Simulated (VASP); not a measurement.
# ScGa3As2 (P4mm) in VASP: a series of runs

Runs on ScGa3As2. Level: PBE. Tasks: single point.

All numbers are computed with VASP 6.6.1; they aren't measurements. Logs are shortened: lines on timing, memory, paths and dates and some standing lists are left out, and cuts for length are marked.

### 1 The cell of the first run

The structure is tetragonal, space group P4mm (No. 99). The conventional cell has a = 4.309 Å, b = 4.309 Å, c = 6.760 Å, α = 90.00°, β = 90.00°, γ = 90.00°. Sc (site symmetry 4mm) has 4 Ga at 2.16 Å within 2.9 Å. Ga (site symmetry 2mm) has 2 Sc at 2.16 Å within 2.9 Å. Ga (site symmetry 4mm) has 4 As at 2.29 Å within 3.0 Å. Within 3.0 Å of As (site symmetry 2mm) lie 2 Ga at 2.29 Å.

### 2 Single point, PBE

Contents of INCAR:

```
PREC = Accurate ; ENCUT = 520
EDIFF = 1E-6 ; ISMEAR = 0
SIGMA = 0.1 ; LREAL = F
LASPH = T ; NELM = 60
ALGO = Normal ; ISIF = 2
LWAVE = F ; LCHARG = F
GGA = PE ; NBANDS = 39
```

Contents of KPOINTS:

```
Automatic mesh
0
Gamma
  4 4 4
```

Contents of POSCAR:

```
ScGa3As2
1.0
    4.3087080900      0.0000000000      0.0000000000
    0.0000000000      4.3087080900      0.0000000000
    0.0000000000      0.0000000000      6.7597598200
Sc Ga As
1 3 2
Direct
    0.0000000000      0.0000000000      0.1736591800
    0.5000000000      0.0000000000      0.2044360900
    0.0000000000      0.5000000000      0.2044360900
    0.5000000000      0.5000000000      0.6441708600
    0.5000000000      0.0000000000      0.7582584000
    0.0000000000      0.5000000000      0.7582584000
```

Potentials or basis: VASP PAW PBE potentials, release 64 (Sc_sv, Ga_d, As).

Run with:

```console
$ cat potpaw_PBE.64/Sc_sv/POTCAR potpaw_PBE.64/Ga_d/POTCAR potpaw_PBE.64/As/POTCAR > POTCAR
$ mpirun -np 1 vasp_std > vasp.out
```

OUTCAR:

```text
PREC = Accurate
   ENCUT = 520
   EDIFF = 1E-6
   ISMEAR = 0
   LREAL = F
   LASPH = T
   NELM = 60
   ISIF = 2
   GGA = PE

 ion  position               nearest neighbor table
   1  0.000  0.000  0.174-   2 2.16   3 2.16   3 2.16   2 2.16
   2  0.500  0.000  0.204-   1 2.16   1 2.16
   3  0.000  0.500  0.204-   1 2.16   1 2.16
   4  0.500  0.500  0.644-   5 2.29   6 2.29   5 2.29   6 2.29
   5  0.500  0.000  0.758-   4 2.29   4 2.29
   6  0.000  0.500  0.758-   4 2.29   4 2.29

  LATTYP: Found a simple tetragonal cell.
 ALAT       =     4.3087080900
 C/A-ratio  =     1.5688600107

  Lattice vectors:

 A1 = (   4.3087080900,   0.0000000000,   0.0000000000)
 A2 = (   0.0000000000,   4.3087080900,   0.0000000000)
 A3 = (   0.0000000000,   0.0000000000,   6.7597598200)

Analysis of symmetry for initial positions (statically):
=====================================================================
 Subroutine PRICEL returns:
 Original cell was already a primitive cell.

 Routine SETGRP: Setting up the symmetry group for a
 simple tetragonal supercell.

 Subroutine GETGRP returns: Found  8 space group operations
 (whereof  8 operations were pure point group operations)
 out of a pool of 16 trial point group operations.

The static configuration has the point symmetry C_4v.

Analysis of symmetry for dynamics (positions and initial velocities):
=====================================================================
 Subroutine PRICEL returns:
 Original cell was already a primitive cell.

 Routine SETGRP: Setting up the symmetry group for a
 simple tetragonal supercell.

 Subroutine GETGRP returns: Found  8 space group operations
 (whereof  8 operations were pure point group operations)
 out of a pool of 16 trial point group operations.

The dynamic configuration has the point symmetry C_4v.

 Subroutine INISYM returns: Found  8 space group operations
 (whereof  8 operations are pure point group operations),
 and found     1 'primitive' translations

----------------------------------------------------------------------------------------

                                     Primitive cell

  volume of cell :     125.4947

  direct lattice vectors                    reciprocal lattice vectors
     4.308708090  0.000000000  0.000000000     0.232088129  0.000000000  0.000000000
     0.000000000  4.308708090  0.000000000     0.000000000  0.232088129  0.000000000
     0.000000000  0.000000000  6.759759820     0.000000000  0.000000000  0.147934250

  length of vectors
     4.308708090  4.308708090  6.759759820     0.232088129  0.232088129  0.147934250

  position of ions in fractional coordinates (direct lattice)
     0.000000000  0.000000000  0.173659180
     0.500000000  0.000000000  0.204436090
     0.000000000  0.500000000  0.204436090
     0.500000000  0.500000000  0.644170860
     0.500000000  0.000000000  0.758258400
     0.000000000  0.500000000  0.758258400

  ion indices of the primitive-cell ions
   primitive index   ion index
                 1           1
                 2           2
                 3           3
                 4           4
                 5           5
                 6           6

----------------------------------------------------------------------------------------

 KPOINTS: Automatic mesh

Automatic generation of k-mesh.
 Grid dimensions read from file:
 generate k-points for:    4    4    4

 Generating k-lattice:

  Cartesian coordinates                     Fractional coordinates (reciprocal lattice)
     0.058022032  0.000000000  0.000000000     0.250000000  0.000000000  0.000000000
     0.000000000  0.058022032  0.000000000     0.000000000  0.250000000  0.000000000
     0.000000000  0.000000000  0.036983563     0.000000000  0.000000000  0.250000000

  Length of vectors
     0.058022032  0.058022032  0.036983563

  Shift w.r.t. Gamma in fractional coordinates (k-lattice)
     0.000000000  0.000000000  0.000000000

 Subroutine IBZKPT returns following result:
 ===========================================

 Found     18 irreducible k-points:

 Following reciprocal coordinates:
            Coordinates               Weight
  0.000000  0.000000  0.000000      1.000000
  0.250000  0.000000  0.000000      4.000000
  0.500000  0.000000  0.000000      2.000000
  0.250000  0.250000  0.000000      4.000000
  0.500000  0.250000  0.000000      4.000000
  0.500000  0.500000  0.000000      1.000000
[... 10 lines left out ...]
  0.500000  0.250000  0.500000      4.000000
  0.500000  0.500000  0.500000      1.000000
   k-points           NKPTS =     18   k-points in BZ     NKDIM =     18   number of bands    NBANDS=     39
   number of dos      NEDOS =    301   number of ions     NIONS =      6
   total plane-waves  NPLWV =  51200
   dimension x,y,z NGX =    32 NGY =   32 NGZ =   50
   dimension x,y,z NGXF=    64 NGYF=   64 NGZF=  100
   ions per type =               1   3   2
   NGX,Y,Z   is equivalent  to a cutoff of  12.35, 12.35, 12.30 a.u.
   NGXF,Y,Z  is equivalent  to a cutoff of  24.69, 24.69, 24.59 a.u.
 SYSTEM =  unknown system
   PREC   = accura    normal or accurate (medium, high low for compatibility)
   ISTART =      0    job   : 0-new  1-cont  2-samecut
   ICHARG =      2    charge: 1-file 2-atom 10-const
   ISPIN  =      1    spin polarized calculation?
   LNONCOLLINEAR =      F non collinear calculations
   LSORBIT =      F    spin-orbit coupling
   LASPH  =      T    aspherical Exc in radial PAW
   ENCUT  =  520.0 eV  38.22 Ry    6.18 a.u.   8.01  8.01 12.57*2*pi/ulx,y,z
   NELM   =     60;   NELMIN=  2; NELMDL= -5     # of ELM steps
   EDIFF  = 0.1E-05   stopping-criterion for ELM
   LREAL  =      F    real-space projection
   EDIFFG = 0.1E-04   stopping-criterion for IOM
   NSW    =      0    number of steps for IOM
   IBRION =     -1    ionic relax: 0-MD 1-quasi-New 2-CG
   NFREE  =      0    steps in history (QN), initial steepest desc. (CG)
   ISIF   =      2    stress and relaxation
   ISYM   =      2    0-nonsym 1-usesym 2-fastsym
   POTIM  = 0.5000    time-step for ionic-motion
   TEBEG  =    0.0;   TEEND  =   0.0 temperature during run
   PSTRESS=    0.0 pullay stress
   NELECT =      60.0000    total number of electrons
   NUPDOWN=      -1.0000    fix difference up-down
   EMIN   =  10.00;   EMAX   =-10.00  energy-range for DOS
   EFERMI =   0.00;   METHOD = LEGACY
   ISMEAR =     0;   SIGMA  =   0.10  broadening in eV -4-tet -1-fermi 0-gaus
   EFERMI_NEDOS =   21; number of points for ismear=-14 and -15
   IALGO  =     38    algorithm
   IMIX   =      4    mixing-type and parameters
     AMIX     =   0.40;   BMIX     =  1.00
     AMIX_MAG =   1.60;   BMIX_MAG =  1.00
  volume/ion in A,a.u.               =      20.92       141.15
  Fermi-wavevector in a.u.,A,eV,Ry     =   1.280118  2.419073 22.295907  1.638703
  Thomas-Fermi vector in A             =   2.412565
   LORBIT       =      0    0 simple, 1 ext, 2 COOP (PROOUT), +10 PAW based schemes
   GGA     = PE    functional components
   LHFCALC =     F    Hartree Fock is set to
   AEXX    =    0.0000 exact exchange contribution
   IVDW    =     0    specifies the selected vdW correction
   LEPSILON=     F    determine dielectric tensor
   LRPA    =     F    only Hartree local field effects (RPA)
 non-spin polarized calculation
 Gauss-broadening in eV      SIGMA  =   0.10
  energy-cutoff  :      520.00
  volume of cell :      125.49
 maximum number of plane-waves:      3424
   NGX = 17   NGY = 17   NGZ = 25

 number of electron      60.0000033 magnetization

 Free energy of the ion-electron system (eV)
  ---------------------------------------------------
  ext. energy  EPLUGINS =         0.00000000
  ---------------------------------------------------
  free energy    TOTEN  =       -15.44259859 eV

  energy without entropy =      -15.39906946  energy(sigma->0) =      -15.42083402

 E-fermi :   4.6729     XC(G=0): -10.0781

 val. band max:        4.6728328018   @ k =   0.2500   0.0000   0.2500
 cond. band min:       4.7056504089   @ k =   0.2500   0.2500   0.5000
 fundamental gap:      0.0328176071
 Fermi energy:         4.6729255002

 k-point     1 :       0.0000    0.0000    0.0000
  band No.  band energies     occupation
      1     -43.8428      2.00000
      2     -22.8352      2.00000
      3     -22.8352      2.00000
      4     -22.6857      2.00000
      5     -11.2272      2.00000
      6     -11.0874      2.00000
[... 31 lines left out ...]
     38       8.9008      0.00000
     39      10.0285      0.00000

 k-point     2 :       0.2500    0.0000    0.0000
  band No.  band energies     occupation
      1     -43.8406      2.00000
      2     -22.9024      2.00000
      3     -22.8375      2.00000
      4     -22.6860      2.00000
      5     -11.2060      2.00000
      6     -11.0672      2.00000
[... 31 lines left out ...]
     38       8.5976      0.00000
     39       9.2317      0.00000

 k-point     3 :       0.5000    0.0000    0.0000
  band No.  band energies     occupation
      1     -43.8384      2.00000
      2     -22.9675      2.00000
      3     -22.8398      2.00000
      4     -22.6872      2.00000
      5     -11.1916      2.00000
      6     -11.0545      2.00000
[... 31 lines left out ...]
     38       8.9530      0.00000
     39      10.3376      0.00000

 k-point     4 :       0.2500    0.2500    0.0000
  band No.  band energies     occupation
      1     -43.8384      2.00000
      2     -22.9051      2.00000
      3     -22.9041      2.00000
      4     -22.6863      2.00000
      5     -11.1702      2.00000
      6     -11.0586      2.00000
[... 31 lines left out ...]
     38       8.6223      0.00000
     39       9.5783      0.00000
[... 502 lines left out ...]
     38       8.3522      0.00000
     39       9.6146      0.00000

 k-point    17 :       0.5000    0.2500    0.5000
  band No.  band energies     occupation
      1     -43.8362      2.00000
      2     -22.9696      2.00000
      3     -22.9067      2.00000
      4     -22.6875      2.00000
      5     -11.1418      2.00000
      6     -11.0521      2.00000
[... 31 lines left out ...]
     38       9.3862      0.00000
     39       9.5865      0.00000

 k-point    18 :       0.5000    0.5000    0.5000
  band No.  band energies     occupation
      1     -43.8340      2.00000
      2     -22.9717      2.00000
      3     -22.9717      2.00000
      4     -22.6887      2.00000
      5     -11.0869      2.00000
      6     -11.0488      2.00000
[... 31 lines left out ...]
     38       9.6457      0.00000
     39       9.8056      0.00000

------------------------ aborting loop because EDIFF is reached ----------------------------------------

  FORCE on cell =-STRESS in cart. coord.  units (eV):
  Direction    XX          YY          ZZ          XY          YZ          ZX
  --------------------------------------------------------------------------------------
  -------------------------------------------------------------------------------------
  Total       33.2640721     33.2640721     -1.9856968      0.0000000      0.0000000      0.0000000
  in kB      424.6788046    424.6788046    -25.3511756      0.0000000      0.0000000      0.0000000
  external PRESSURE =     274.6688112 kB  Pullay stress =       0.0000000 kB

 VOLUME and BASIS-vectors are now :
 -----------------------------------------------------------------------------
  energy-cutoff  :      520.00
  volume of cell :      125.49
      direct lattice vectors                 reciprocal lattice vectors
     4.308708090  0.000000000  0.000000000     0.232088129  0.000000000  0.000000000
     0.000000000  4.308708090  0.000000000     0.000000000  0.232088129  0.000000000
     0.000000000  0.000000000  6.759759820     0.000000000  0.000000000  0.147934250

 POSITION                                       TOTAL-FORCE (eV/Angst)
 -----------------------------------------------------------------------------------
      0.00000      0.00000      1.17389        -0.000000      0.000000     -2.852054
      2.15435      0.00000      1.38194        -0.000000      0.000000      0.954256
      0.00000      2.15435      1.38194         0.000000     -0.000000      0.954256
      2.15435      2.15435      4.35444        -0.000000     -0.000000     -3.653338
      2.15435      0.00000      5.12564        -0.000000      0.000000      2.298440
      0.00000      2.15435      5.12564        -0.000000      0.000000      2.298440
 -----------------------------------------------------------------------------------
    total drift:                                0.000000     -0.000000     -0.002871

  FREE ENERGIE OF THE ION-ELECTRON SYSTEM (eV)
  ---------------------------------------------------
  free  energy   TOTEN  =       -15.4425985867 eV

  energy  without entropy=      -15.3990694566  energy(sigma->0) =      -15.42083402
```

Run time: 41 s. Hardware: 1 thread of Intel Xeon 6975P-C (Granite Rapids), shared host; peak memory 0.25 GiB.

What came out:

* Free energy: -15.4426 eV
* Pressure: 27.5 GPa
* Largest force: 3.653 eV/Å
* Band gap on the k mesh: zero (band 30 reaches 5.19 eV, above the bottom of band 31 at 4.04 eV)

Forces in eV/Å, atoms in the order of the input:
```
Sc   0.000  0.000 -2.852
Ga   0.000  0.000  0.954
Ga   0.000  0.000  0.954
Ga   0.000  0.000 -3.653
As   0.000  0.000  2.298
As   0.000  0.000  2.298
```

Stress tensor (GPa, compression positive):
```
42.47  0.00  0.00
 0.00 42.47  0.00
 0.00  0.00 -2.54
```

Levels at points of the mesh, in eV from the Fermi level:
```
           k point  band 27  band 28  band 29  band 30  band 31  band 32  band 33  band 34
(0.00, 0.00, 0.00)    -0.77    -0.38     0.52     0.52     1.13     1.16     1.16     1.75
(0.50, 0.00, 0.00)    -3.18    -1.40    -1.28    -0.37    -0.33     0.98     1.58     1.80
(0.50, 0.50, 0.00)    -3.09    -3.09    -1.63    -0.88    -0.22     1.61     1.61     2.21
(0.00, 0.00, 0.50)    -1.61    -0.36     0.30     0.30     0.57     1.17     1.17     1.75
(0.50, 0.00, 0.50)    -1.90    -1.30    -1.13    -0.95    -0.63    -0.45     0.50     1.76
(0.50, 0.50, 0.50)    -1.91    -1.64    -1.64    -0.22     0.14     0.34     0.34     1.46
```

Caveat: the k points lie up to 0.36 Å⁻¹ apart; forces of over 1 eV/Å act on the atoms, so gaps and moduli don't describe the material at rest.

### 3 Single point, PBE

This run uses another cell than the first one, of 22.09 Å³/atom, 1.056 times its volume.

Contents of INCAR:

```
SYSTEM = ScGa3As2
PREC = Accurate ; ENCUT = 520
EDIFF = 1E-6 ; ISMEAR = 0
SIGMA = 0.1 ; LREAL = .False.
LASPH = .True. ; NELM = 60
ALGO = Normal ; ISIF = 2
LWAVE = .False. ; LCHARG = .False.
GGA = PE ; NBANDS = 39
```

Contents of KPOINTS:

```
regular mesh
0
Gamma
  4 4 4
  0 0 0
```

Contents of POSCAR:

```
ScGa3As2
1.0
    4.6068398622      0.0000000000      0.0000000000
    0.0000000000      4.6068398622      0.0000000000
    0.0000000000      0.0000000000      6.2456267274
Sc Ga As
1 3 2
Direct
    0.0000000000      0.0000000000      0.0111383873
    0.5000000000      0.0000000000      0.3147154947
    0.0000000000      0.5000000000      0.3147154947
    0.5000000000      0.5000000000      0.5449223726
    0.5000000000      0.0000000000      0.7788636353
    0.0000000000      0.5000000000      0.7788636353
```

Potentials or basis: VASP PAW PBE potentials, release 64 (Sc_sv, Ga_d, As).

Run with:

```console
$ cat potpaw_PBE.64/Sc_sv/POTCAR potpaw_PBE.64/Ga_d/POTCAR potpaw_PBE.64/As/POTCAR > POTCAR
$ mpirun -np 1 vasp_std > vasp.out
```

Run time: 46 s. Hardware: 1 thread of Intel Xeon 6975P-C (Granite Rapids), shared host; peak memory 0.27 GiB.

It converged, with:

```
Free energy            : -25.0905 eV
Pressure               : 0.0 GPa
Largest force          : 0.036 eV/Å
Band gap on the k mesh : zero (band 30 reaches 4.71 eV, above the bottom of band 31 at 3.95 eV)
```

Forces on the atoms (eV/Å):
```
Sc   0.000  0.000  0.014
Ga   0.000  0.000 -0.036
Ga   0.000  0.000 -0.036
Ga   0.000  0.000  0.023
As   0.000  0.000  0.017
As   0.000  0.000  0.017
```

Stress tensor (GPa, compression positive):
```
-0.13  0.00  0.00
 0.00 -0.13  0.00
 0.00  0.00  0.37
```

Levels at points of the mesh, in eV from the Fermi level:
```tsv
k point	band 26	band 27	band 28	band 29	band 30	band 31	band 32	band 33	band 34	band 35
(0.00, 0.00, 0.00)	-2.69	-2.15	-1.14	-1.14	-1.00	1.11	1.11	1.66	1.96	2.52
(0.50, 0.00, 0.00)	-2.82	-2.54	-1.99	-1.97	0.17	0.59	1.27	1.50	1.80	2.18
(0.50, 0.50, 0.00)	-3.40	-3.00	-3.00	-1.58	-0.41	0.34	1.72	2.17	2.17	2.38
(0.00, 0.00, 0.50)	-3.03	-1.71	-0.90	-0.90	0.23	0.23	0.52	0.91	1.55	1.68
(0.50, 0.00, 0.50)	-2.06	-1.94	-1.17	-1.09	-0.78	-0.03	0.48	1.05	1.45	1.49
(0.50, 0.50, 0.50)	-4.14	-2.38	-1.09	-1.09	0.40	1.20	1.20	1.65	1.86	2.43
```
